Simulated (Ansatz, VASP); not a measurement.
# Two plane-wave programs on ZnCd2Se2S

INCAR

```
SYSTEM = ZnCd2Se2S
  ALGO = Normal
  EDIFF = 1E-7
  ENCUT = 520
  GGA = PE
  ISIF = 2
  ISMEAR = 0
  LASPH = .TRUE.
  LCHARG = .FALSE.
  LREAL = .FALSE.
  LWAVE = .FALSE.
  NBANDS = 36
  NELM = 100
  PREC = Accurate
  SIGMA = 0.1
```

File KPOINTS:

```
k-points
0
G
  4 4 4
  0 0 0
```

Contents of POSCAR:

```
ZnCd2Se2S
1.0
    4.6110716100      0.0000000000      0.0000000000
    0.0000000000      4.6110716100      0.0000000000
    0.0000000000      0.0000000000      5.9191410500
Zn Cd Se S
1 2 2 1
Direct
    0.0000000000      0.0000000000      0.5000000000
    0.0000000000      0.5000000000      0.0000000000
    0.5000000000      0.0000000000      0.0000000000
    0.5000000000      0.5000000000      0.2788000100
    0.5000000000      0.5000000000      0.7211999900
    0.0000000000      0.0000000000      0.0000000000
```

Input for Ansatz:

```yaml
crystal:
  lattice:
    - [4.61107161, 0.0, 0.0]
    - [0.0, 4.61107161, 0.0]
    - [0.0, 0.0, 5.91914105]
  atoms:
    - { symbol: Zn, position: [0.0, 0.0, 0.5] }
    - { symbol: Cd, position: [0.0, 0.5, 0.0] }
    - { symbol: Cd, position: [0.5, 0.0, 0.0] }
    - { symbol: Se, position: [0.5, 0.5, 0.27880001] }
    - { symbol: Se, position: [0.5, 0.5, 0.72119999] }
    - { symbol: S, position: [0.0, 0.0, 0.0] }
basis:
  ecutwfc: 420
kpoints:
  mp_grid: { grid: [4, 4, 4] }
hamiltonian:
  xc: pbe
scf:
  occupations: { method: gaussian, width: 0.1 }
  lower_state_search: "off"
output:
  forces: true
  stress: true
  eigenvalues: true
```

Change from the starting cell: species swapped into the PrSi2Mo2C type (P4/mmm, No. 123).

Alike in both runs: task single point; functional PBE; k mesh 4 × 4 × 4; occupations gaussian, width 0.1 eV; no spin polarisation.

|  | VASP | Ansatz |
| --- | --- | --- |
| version | VASP 6.6.1 | Ansatz 0.2.0 |
| potentials or method | VASP PAW PBE potentials, release 64 (Zn, Cd, Se, S), cutoff 520 eV | scalar-relativistic, plane waves, PAW |
| valence electrons in the cell | 54 | 90 |

VASP gave:

| Quantity | Value |
| --- | --- |
| gap on the k mesh at the Fermi level (eV) | none |
| pressure (GPa) | 16.4 |
| traceless stress, the component that is largest in VASP (GPa) | -14.41 |
| rms of the force components (eV/Å) | 0.201 |

Problem. Which values does Ansatz return?

Solution. gap on the k mesh at the Fermi level (eV): none; pressure (GPa): 15.7; traceless stress, the component that is largest in VASP (GPa): -13.97; rms of the force components (eV/Å): 0.184.

Atom by atom the forces differ by 0.017 eV/Å (rms over components). A gap of «none» marks a metal or a gap that the smearing closes. The functional is the same, so the differences come from potentials, cutoffs and numerics. VASP's potentials hold 54 valence electrons a cell and Ansatz's 90, so a difference there can come from the potentials and not from the codes.
